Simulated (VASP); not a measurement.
# Be3Pd (I4/mmm) in VASP: notebook

Be3Pd is run at these levels: LDA; tasks: single point, relaxation of cell and atoms.

All numbers are computed with VASP 6.6.1; they aren't measurements. Logs are shortened: lines on timing, memory, paths and dates and some standing lists are left out, and cuts for length are marked.

## (1) The cell of the first run

It takes space group I4/mmm (No. 139, tetragonal). Conventional cell: a = 3.268 Å, b = 3.268 Å, c = 7.055 Å, α = 90.00°, β = 90.00°, γ = 90.00°. Within 3.1 Å of Be (site symmetry -4m2) lie 8 Be at 2.31 to 2.40 Å and 4 Pd at 2.40 Å. Within 3.1 Å of Be (site symmetry 4/mmm) lie 4 Pd at 2.31 Å and 8 Be at 2.40 Å. Within 3.1 Å of Pd (site symmetry 4/mmm) lie 12 Be at 2.31 to 2.40 Å.

## (2) Single point, LDA

INCAR reads:

```
PREC     = Accurate       # precision mode
ENCUT    = 520            # plane-wave cutoff, eV
EDIFF    = 1E-6           # SCF threshold, eV
ISMEAR   = -1             # smearing method
SIGMA    = 0.1            # smearing width, eV
LREAL    = F              # projectors in reciprocal space
LASPH    = T              # aspherical terms in the spheres
NELM     = 80             # most SCF steps
ALGO     = Normal         # electronic algorithm
ISIF     = 2              # what is computed and relaxed
LWAVE    = F              # write WAVECAR
LCHARG   = T              # write CHGCAR
LELF     = T              # ELF
LVHAR    = T            
NBANDS   = 16             # bands
```

KPOINTS reads:

```
Automatic mesh
0
Gamma
  9 9 9
```

POSCAR reads:

```
Be3Pd
1.0
   -1.6339961828      1.6339961828      3.5274542150
    1.6339961828     -1.6339961828      3.5274542150
    1.6339961828      1.6339961828     -3.5274542150
Be Pd
3 1
Direct
    0.7500000000      0.2500000000      0.5000000000
    0.2500000000      0.7500000000      0.5000000000
    0.5000000000      0.5000000000      0.0000000000
    0.0000000000      0.0000000000      0.0000000000
```

Potentials or basis: VASP PAW LDA potentials, release 64 (Be, Pd).

Run with:

```console
> cat potpaw_LDA.64/Be/POTCAR potpaw_LDA.64/Pd/POTCAR > POTCAR
> mpirun -np 1 vasp_std > vasp.out
```

OUTCAR:

```text
PREC = Accurate
   ENCUT = 520
   EDIFF = 1E-6
   ISMEAR = -1
   LREAL = F
   LASPH = T
   NELM = 80
   ISIF = 2

 ion  position               nearest neighbor table
   1  0.750  0.250  0.500-   2 2.31   2 2.31   2 2.31   2 2.31   4 2.40   4 2.40   4 2.40   4 2.40

   2  0.250  0.750  0.500-   1 2.31   1 2.31   1 2.31   1 2.31   4 2.40   4 2.40   4 2.40   4 2.40

   3  0.500  0.500  0.000-   4 2.31   4 2.31   4 2.31   4 2.31
   4  0.000  0.000  0.000-   3 2.31   3 2.31   3 2.31   3 2.31   2 2.40   1 2.40   2 2.40   1 2.40
                             1 2.40   1 2.40   2 2.40   2 2.40

  LATTYP: Found a body centered tetragonal cell.
 ALAT       =     3.2679923656
 C/A-ratio  =     2.1587897525

  Lattice vectors:

 A1 = (  -1.6339961828,   1.6339961828,   3.5274542150)
 A2 = (   1.6339961828,  -1.6339961828,   3.5274542150)
 A3 = (   1.6339961828,   1.6339961828,  -3.5274542150)

Analysis of symmetry for initial positions (statically):
=====================================================================
 Subroutine PRICEL returns:
 Original cell was already a primitive cell.

 Routine SETGRP: Setting up the symmetry group for a
 body centered tetragonal supercell.

 Subroutine GETGRP returns: Found 16 space group operations
 (whereof 16 operations were pure point group operations)
 out of a pool of 16 trial point group operations.

The static configuration has the point symmetry D_4h.

Analysis of symmetry for dynamics (positions and initial velocities):
=====================================================================
 Subroutine PRICEL returns:
 Original cell was already a primitive cell.

 Routine SETGRP: Setting up the symmetry group for a
 body centered tetragonal supercell.

 Subroutine GETGRP returns: Found 16 space group operations
 (whereof 16 operations were pure point group operations)
 out of a pool of 16 trial point group operations.

The dynamic configuration has the point symmetry D_4h.

 Subroutine INISYM returns: Found 16 space group operations
 (whereof 16 operations are pure point group operations),
 and found     1 'primitive' translations

----------------------------------------------------------------------------------------

                                     Primitive cell

  volume of cell :      37.6724

  direct lattice vectors                    reciprocal lattice vectors
    -1.633996183  1.633996183  3.527454215     0.000000000  0.305998267  0.141745284
     1.633996183 -1.633996183  3.527454215     0.305998267  0.000000000  0.141745284
     1.633996183  1.633996183 -3.527454215     0.305998267  0.305998267  0.000000000

  length of vectors
     4.216968140  4.216968140  4.216968140     0.337233843  0.337233843  0.432746899

  position of ions in fractional coordinates (direct lattice)
     0.750000000  0.250000000  0.500000000
     0.250000000  0.750000000  0.500000000
     0.500000000  0.500000000  0.000000000
     0.000000000  0.000000000  0.000000000

  ion indices of the primitive-cell ions
   primitive index   ion index
                 1           1
                 2           2
                 3           3
                 4           4

----------------------------------------------------------------------------------------

 KPOINTS: Automatic mesh

Automatic generation of k-mesh.
 Grid dimensions read from file:
 generate k-points for:    9    9    9

 Generating k-lattice:

  Cartesian coordinates                     Fractional coordinates (reciprocal lattice)
     0.000000000  0.033999807  0.015749476     0.111111111  0.000000000  0.000000000
     0.033999807  0.000000000  0.015749476     0.000000000  0.111111111  0.000000000
     0.033999807  0.033999807  0.000000000     0.000000000  0.000000000  0.111111111

  Length of vectors
     0.037470427  0.037470427  0.048082989

  Shift w.r.t. Gamma in fractional coordinates (k-lattice)
     0.000000000  0.000000000  0.000000000

 Subroutine IBZKPT returns following result:
 ===========================================

 Found     75 irreducible k-points:

 Following reciprocal coordinates:
            Coordinates               Weight
  0.000000  0.000000  0.000000      1.000000
  0.111111  0.000000 -0.000000      8.000000
  0.222222  0.000000  0.000000      8.000000
  0.333333  0.000000 -0.000000      8.000000
  0.444444  0.000000  0.000000      8.000000
  0.111111  0.111111 -0.000000      8.000000
[... 16 lines left out ...]
 -0.333333  0.333333  0.000000      4.000000
  0.444444  0.444444  0.000000      8.000000
 [... further k-points ...]
   k-points           NKPTS =     75   k-points in BZ     NKDIM =     75   number of bands    NBANDS=     16
   number of dos      NEDOS =    301   number of ions     NIONS =      4
   total plane-waves  NPLWV =  32768
   dimension x,y,z NGX =    32 NGY =   32 NGZ =   32
   dimension x,y,z NGXF=    64 NGYF=   64 NGZF=   64
   ions per type =               3   1
   NGX,Y,Z   is equivalent  to a cutoff of  12.62, 12.62, 12.62 a.u.
   NGXF,Y,Z  is equivalent  to a cutoff of  25.23, 25.23, 25.23 a.u.
 SYSTEM =  unknown system
   PREC   = accura    normal or accurate (medium, high low for compatibility)
   ISTART =      0    job   : 0-new  1-cont  2-samecut
   ICHARG =      2    charge: 1-file 2-atom 10-const
   ISPIN  =      1    spin polarized calculation?
   LNONCOLLINEAR =      F non collinear calculations
   LSORBIT =      F    spin-orbit coupling
   LASPH  =      T    aspherical Exc in radial PAW
   ENCUT  =  520.0 eV  38.22 Ry    6.18 a.u.   7.84  7.84  7.84*2*pi/ulx,y,z
   NELM   =     80;   NELMIN=  2; NELMDL= -5     # of ELM steps
   EDIFF  = 0.1E-05   stopping-criterion for ELM
   LREAL  =      F    real-space projection
   EDIFFG = 0.1E-04   stopping-criterion for IOM
   NSW    =      0    number of steps for IOM
   IBRION =     -1    ionic relax: 0-MD 1-quasi-New 2-CG
   NFREE  =      0    steps in history (QN), initial steepest desc. (CG)
   ISIF   =      2    stress and relaxation
   ISYM   =      2    0-nonsym 1-usesym 2-fastsym
   POTIM  = 0.5000    time-step for ionic-motion
   TEBEG  =    0.0;   TEEND  =   0.0 temperature during run
   PSTRESS=    0.0 pullay stress
   NELECT =      16.0000    total number of electrons
   NUPDOWN=      -1.0000    fix difference up-down
   EMIN   =  10.00;   EMAX   =-10.00  energy-range for DOS
   EFERMI =   0.00;   METHOD = LEGACY
   ISMEAR =    -1;   SIGMA  =   0.10  broadening in eV -4-tet -1-fermi 0-gaus
   EFERMI_NEDOS =   21; number of points for ismear=-14 and -15
   IALGO  =     38    algorithm
   IMIX   =      4    mixing-type and parameters
     AMIX     =   0.40;   BMIX     =  1.00
     AMIX_MAG =   1.60;   BMIX_MAG =  1.00
  volume/ion in A,a.u.               =       9.42        63.56
  Fermi-wavevector in a.u.,A,eV,Ry     =   1.230572  2.325444 20.603402  1.514307
  Thomas-Fermi vector in A             =   2.365415
   LORBIT       =      0    0 simple, 1 ext, 2 COOP (PROOUT), +10 PAW based schemes
   GGA     = CA    functional components
   LHFCALC =     F    Hartree Fock is set to
   AEXX    =    0.0000 exact exchange contribution
   IVDW    =     0    specifies the selected vdW correction
   LEPSILON=     F    determine dielectric tensor
   LRPA    =     F    only Hartree local field effects (RPA)
 non-spin polarized calculation
  energy-cutoff  :      520.00
  volume of cell :       37.67
 maximum number of plane-waves:      1027
   NGX = 15   NGY = 15   NGZ = 15

 number of electron      16.0000003 magnetization

 Free energy of the ion-electron system (eV)
  ---------------------------------------------------
  ext. energy  EPLUGINS =         0.00000000
  ---------------------------------------------------
  free energy    TOTEN  =       -20.46164528 eV

  energy without entropy =      -20.42781080  energy(sigma->0) =      -20.44472804

 E-fermi :   8.4755     XC(G=0): -11.7983

 val. band max:        8.4341468907   @ k =   0.2222   0.2222   0.0000
 cond. band min:       8.5069800823   @ k =  -0.3333   0.2222   0.0000
 fundamental gap:      0.0728331916
 Fermi energy:         8.4754602820

 k-point     1 :       0.0000    0.0000    0.0000
  band No.  band energies     occupation
      1      -1.7205      2.00000
      2       2.9794      2.00000
      3       3.3979      2.00000
      4       3.7691      2.00000
      5       3.7691      2.00000
      6       4.8137      2.00000
[... 8 lines left out ...]
     15      16.9856      0.00000
     16      20.1189      0.00000

 k-point     2 :       0.1111    0.0000   -0.0000
  band No.  band energies     occupation
      1      -1.5348      2.00000
      2       3.0126      2.00000
      3       3.3290      2.00000
      4       3.5982      2.00000
      5       3.8380      2.00000
      6       4.6294      2.00000
[... 8 lines left out ...]
     15      17.1682      0.00000
     16      19.2886      0.00000

 k-point     3 :       0.2222    0.0000    0.0000
  band No.  band energies     occupation
      1      -0.9954      2.00000
      2       2.7934      2.00000
      3       3.0276      2.00000
      4       3.8171      2.00000
      5       3.9717      2.00000
      6       4.2689      2.00000
[... 8 lines left out ...]
     15      17.7440      0.00000
     16      18.8495      0.00000

 k-point     4 :       0.3333    0.0000   -0.0000
  band No.  band energies     occupation
      1      -0.1723      2.00000
      2       2.3248      2.00000
      3       2.8700      2.00000
      4       3.7398      2.00000
      5       4.2092      2.00000
      6       4.3286      2.00000
[... 8 lines left out ...]
     15      17.9718      0.00000
     16      20.0586      0.00000
[... 324 lines left out ...]
 k-point    22 :      -0.4444    0.3333   -0.0000
  band No.  band energies     occupation
      1       1.2344      2.00000
      2       2.6472      2.00000
      3       3.2524      2.00000
      4       3.5591      2.00000
      5       4.0673      2.00000
      6       4.7517      2.00000
[... 8 lines left out ...]
     15      20.5575      0.00000
     16      20.9854      0.00000

 k-point    23 :      -0.3333    0.3333    0.0000
  band No.  band energies     occupation
      1       0.6671      2.00000
      2       3.0453      2.00000
      3       3.1076      2.00000
      4       3.2418      2.00000
      5       4.0468      2.00000
      6       4.1913      2.00000
[... 8 lines left out ...]
     15      20.0029      0.00000
     16      21.2863      0.00000

 k-point    24 :       0.4444    0.4444    0.0000
  band No.  band energies     occupation
      1       1.5116      2.00000
      2       2.6794      2.00000
      3       3.5809      2.00000
      4       3.8712      2.00000
      5       4.5029      2.00000
      6       5.0675      2.00000
[... 8 lines left out ...]
     15      19.8415      0.00000
     16      21.2615      0.00000

 [... further k-points ...]
[... 5 lines left out ...]
  --------------------------------------------------------------------------------------
  -------------------------------------------------------------------------------------
  Total        0.1475892      0.1475892      0.1622507      0.0000000      0.0000000      0.0000000
  in kB        6.2768485      6.2768485      6.9003901      0.0000000      0.0000000      0.0000000
  external PRESSURE =       6.4846957 kB  Pullay stress =       0.0000000 kB

 VOLUME and BASIS-vectors are now :
 -----------------------------------------------------------------------------
  energy-cutoff  :      520.00
  volume of cell :       37.67
      direct lattice vectors                 reciprocal lattice vectors
    -1.633996183  1.633996183  3.527454215     0.000000000  0.305998267  0.141745284
     1.633996183 -1.633996183  3.527454215     0.305998267  0.000000000  0.141745284
     1.633996183  1.633996183 -3.527454215     0.305998267  0.305998267  0.000000000

 POSITION                                       TOTAL-FORCE (eV/Angst)
 -----------------------------------------------------------------------------------
     -0.00000      1.63400      1.76373         0.000000      0.000000      0.000000
      1.63400     -0.00000      1.76373         0.000000     -0.000000      0.000000
      0.00000      0.00000      3.52745        -0.000000      0.000000     -0.000000
      0.00000      0.00000      0.00000        -0.000000      0.000000     -0.000000
 -----------------------------------------------------------------------------------
    total drift:                                0.000000     -0.000000     -0.000000

  FREE ENERGIE OF THE ION-ELECTRON SYSTEM (eV)
  ---------------------------------------------------
  free  energy   TOTEN  =       -20.4616452841 eV

  energy  without entropy=      -20.4278108016  energy(sigma->0) =      -20.44472804
```

It took 22 s on 1 thread of AMD EPYC 9R45 (Zen 5), shared host; peak memory 0.15 GiB.

Results:

- Free energy: -20.4616 eV
- Pressure: 0.6 GPa
- Band gap on the k mesh: zero (band 8 reaches 11.80 eV, above the bottom of band 9 at 7.17 eV)

## (3) Relaxation of cell and atoms, LDA

This run uses another cell than the first one, of 9.93 Å³/atom, 1.054 times its volume.

INCAR reads:

```
PREC = Accurate
ENCUT = 600
EDIFF = 1E-6
ISMEAR = -1
SIGMA = 0.1
LREAL = False
LASPH = True
NELM = 60
ALGO = Normal
ISIF = 3
LWAVE = False
LCHARG = False
IBRION = 2
NSW = 80
EDIFFG = -0.02
```

KPOINTS is that of step 2.

POSCAR reads:

```
Be3Pd
1.0
   -1.6603080000      1.6603080000      3.6017230000
    1.6603080000     -1.6603080000      3.6017230000
    1.6603080000      1.6603080000     -3.6017230000
Be Pd
3 1
Direct
    0.7500000000      0.2500000000      0.5000000000
    0.2500000000      0.7500000000      0.5000000000
    0.5000000000      0.5000000000      0.0000000000
    0.0000000000      0.0000000000      0.0000000000
```

Potentials or basis: VASP PAW LDA potentials, release 64 (Be, Pd).

Run with:

```console
> cat potpaw_LDA.64/Be/POTCAR potpaw_LDA.64/Pd/POTCAR > POTCAR
> mpirun -np 1 vasp_std > vasp.out
```

It took 1.8 min on 1 thread of AMD EPYC 9R45 (Zen 5), shared host; peak memory 0.18 GiB.

It converged, with:

| Item | Value |
| --- | --- |
| Free energy | -20.4625 eV |
| Relaxed volume | 9.46 Å³/atom |
| Relaxed cell | a = 4.224 Å, b = 4.224 Å, c = 4.224 Å, α = 134.42°, β = 134.42°, γ = 66.44° |
| Space group after relaxing (to 0.05 Å) | I4/mmm (No. 139) |
| Energy gained by relaxing | 11.6 meV/atom |
| Ionic steps | 6 |
| Pressure after relaxing | -0.1 GPa |
| Band gap on the k mesh | zero (band 8 reaches 11.74 eV, above the bottom of band 9 at 7.12 eV) |

Step by step:
| step | energy change (eV) | largest force (eV/Å) | pressure (GPa) | volume (Å³) |
| --- | --- | --- | --- | --- |
| 1 | 0.0000 | 0.0000 | -7.50 | 39.71 |
| 2 | -0.0390 | 0.0000 | 3.42 | 37.10 |
| 3 | -0.0464 | 0.0000 | 0.01 | 37.82 |
| 4 | -0.0464 | 0.0000 | -0.16 | 37.85 |
| 5 | -0.0465 | 0.0000 | -0.15 | 37.85 |
| 6 | -0.0466 | 0.0000 | -0.14 | 37.85 |

Final structure:
```xyz
4
Lattice="-1.6364 1.6364 3.5337 1.6364 -1.6364 3.5337 1.6364 1.6364 -3.5337" Properties=species:S:1:pos:R:3 pbc="T T T"
Be    0.0000    1.6364    1.7669
Be    1.6364    0.0000    1.7669
Be    0.0000    0.0000    3.5337
Pd    0.0000    0.0000    0.0000
```

Levels at points of the mesh, in eV from the Fermi level:
```csv
k point,band 4,band 5,band 6,band 7,band 8,band 9,band 10,band 11,band 12
"(0.00, 0.00, 0.00)",-4.68,-4.68,-3.65,-1.90,3.32,3.32,4.07,4.07,5.88
```
